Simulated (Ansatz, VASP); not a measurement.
**One calculation of Al36H, two programs**

File INCAR:

```
PREC = Accurate
ENCUT = 520
EDIFF = 1E-7
ISMEAR = 0
SIGMA = 0.1
LREAL = Auto
LASPH = T
NELM = 80
ALGO = Normal
ISIF = 2
LWAVE = F
LCHARG = F
LDIPOL = T
IDIPOL = 3
DIPOL = 0.5 0.5 0.378
GGA = PE
IVDW = 12
NBANDS = 78
```

File KPOINTS:

```
Automatic mesh
0
Gamma
  6 6 1
```

File POSCAR:

```
Al36H
1.0
    5.6288445219      0.0000000000      0.0000000000
   -2.8144222609      4.8747223499      0.0000000000
    0.0000000000      0.0000000000     35.9073562080
Al H
36 1
Direct
    0.1666666667      0.3333333333      0.1113977865
    0.1666666667      0.8333333333      0.1113977865
    0.6666666667      0.3333333333      0.1113977865
    0.6666666667      0.8333333333      0.1113977865
    0.0000000000      0.0000000000      0.1757372983
    0.0000000000      0.5000000000      0.1757372983
    0.5000000000      0.0000000000      0.1757372983
    0.5000000000      0.5000000000      0.1757372983
    0.3333333333      0.1666666667      0.2400768102
    0.3333333333      0.6666666667      0.2400768102
    0.8333333333      0.1666666667      0.2400768102
    0.8333333333      0.6666666667      0.2400768102
    0.0000000000      0.0000000000      0.3044163221
    0.0000000000      0.5000000000      0.3044163221
    0.5000000000      0.0000000000      0.3044163221
    0.5000000000      0.5000000000      0.3044163221
    0.1666666667      0.3333333333      0.3682539347
    0.1666666667      0.8333333333      0.3682539347
    0.6666666667      0.3333333333      0.3682539347
    0.6666666667      0.8333333333      0.3682539347
    0.0000000000      0.0000000000      0.4320699059
    0.0000000000      0.5000000000      0.4320699059
    0.5000000000      0.0000000000      0.4320699059
    0.5000000000      0.5000000000      0.4320699059
    0.3333333333      0.1666666667      0.4967844642
    0.3333333333      0.6666666667      0.4967844642
    0.8333333333      0.1666666667      0.4967844642
    0.8333333333      0.6666666667      0.4967844642
    0.0000000000      0.0000000000      0.5611166564
    0.0000000000      0.5000000000      0.5611166564
    0.5000000000      0.0000000000      0.5611166564
    0.5000000000      0.5000000000      0.5611166564
    0.1666666667      0.3333333333      0.6268174153
    0.1666666667      0.8333333333      0.6268174153
    0.6666666667      0.3333333333      0.6268174153
    0.6666666667      0.8333333333      0.6268174153
    0.1666666667      0.5833333333      0.7215055338
```

Input for Ansatz:

```yaml
crystal:
  lattice:
    - [5.6288445219, 0.0, 0.0]
    - [-2.8144222609, 4.8747223499, 0.0]
    - [0.0, 0.0, 35.907356208]
  atoms:
    - { symbol: Al, position: [0.1666666667, 0.3333333333, 0.1113977865] }
    - { symbol: Al, position: [0.1666666667, 0.8333333333, 0.1113977865] }
    - { symbol: Al, position: [0.6666666667, 0.3333333333, 0.1113977865] }
    - { symbol: Al, position: [0.6666666667, 0.8333333333, 0.1113977865] }
    - { symbol: Al, position: [0.0, 0.0, 0.1757372983] }
    - { symbol: Al, position: [0.0, 0.5, 0.1757372983] }
    - { symbol: Al, position: [0.5, 0.0, 0.1757372983] }
    - { symbol: Al, position: [0.5, 0.5, 0.1757372983] }
    - { symbol: Al, position: [0.3333333333, 0.1666666667, 0.2400768102] }
    - { symbol: Al, position: [0.3333333333, 0.6666666667, 0.2400768102] }
    - { symbol: Al, position: [0.8333333333, 0.1666666667, 0.2400768102] }
    - { symbol: Al, position: [0.8333333333, 0.6666666667, 0.2400768102] }
    - { symbol: Al, position: [0.0, 0.0, 0.3044163221] }
    - { symbol: Al, position: [0.0, 0.5, 0.3044163221] }
    - { symbol: Al, position: [0.5, 0.0, 0.3044163221] }
    - { symbol: Al, position: [0.5, 0.5, 0.3044163221] }
    - { symbol: Al, position: [0.1666666667, 0.3333333333, 0.3682539347] }
    - { symbol: Al, position: [0.1666666667, 0.8333333333, 0.3682539347] }
    - { symbol: Al, position: [0.6666666667, 0.3333333333, 0.3682539347] }
    - { symbol: Al, position: [0.6666666667, 0.8333333333, 0.3682539347] }
    - { symbol: Al, position: [0.0, 0.0, 0.4320699059] }
    - { symbol: Al, position: [0.0, 0.5, 0.4320699059] }
    - { symbol: Al, position: [0.5, 0.0, 0.4320699059] }
    - { symbol: Al, position: [0.5, 0.5, 0.4320699059] }
    - { symbol: Al, position: [0.3333333333, 0.1666666667, 0.4967844642] }
    - { symbol: Al, position: [0.3333333333, 0.6666666667, 0.4967844642] }
    - { symbol: Al, position: [0.8333333333, 0.1666666667, 0.4967844642] }
    - { symbol: Al, position: [0.8333333333, 0.6666666667, 0.4967844642] }
    - { symbol: Al, position: [0.0, 0.0, 0.5611166564] }
    - { symbol: Al, position: [0.0, 0.5, 0.5611166564] }
    - { symbol: Al, position: [0.5, 0.0, 0.5611166564] }
    - { symbol: Al, position: [0.5, 0.5, 0.5611166564] }
    - { symbol: Al, position: [0.1666666667, 0.3333333333, 0.6268174153] }
    - { symbol: Al, position: [0.1666666667, 0.8333333333, 0.6268174153] }
    - { symbol: Al, position: [0.6666666667, 0.3333333333, 0.6268174153] }
    - { symbol: Al, position: [0.6666666667, 0.8333333333, 0.6268174153] }
    - { symbol: H, position: [0.1666666667, 0.5833333333, 0.7215055338] }
basis:
  ecutwfc: 420
kpoints:
  mp_grid: { grid: [6, 6, 1] }
hamiltonian:
  xc: pbe
  pseudopotentials: { kind: paw, azcp: { folder: soft_1 } }
  dispersion: d3bj
scf:
  occupations: { method: gaussian, width: 0.1 }
output:
  forces: true
  eigenvalues: true
efield:
  axis: 3
  dipole_correction: true
  ramp_width: 0.04
```

Alike in both runs: task single point; functional PBE; dispersion D3(BJ); k mesh 6 × 6 × 1; occupations gaussian, width 0.1 eV; no spin polarisation.

```csv
,VASP,Ansatz
version,VASP 6.6.1,Ansatz 0.2.0
potentials or method,"VASP PAW PBE potentials, release 64 (Al, H), cutoff 520 eV","scalar-relativistic, plane waves, PAW"
valence electrons in the cell,109,109
```

```csv
,VASP,Ansatz,Ansatz less VASP
gap on the k mesh at the Fermi level (eV),none,none,-
rms of the force components (eV/Å),0.079,0.079,+0.0001
```

Atom by atom the forces differ by 0.001 eV/Å (rms over components). A gap of «none» marks a metal or a gap that the smearing closes.
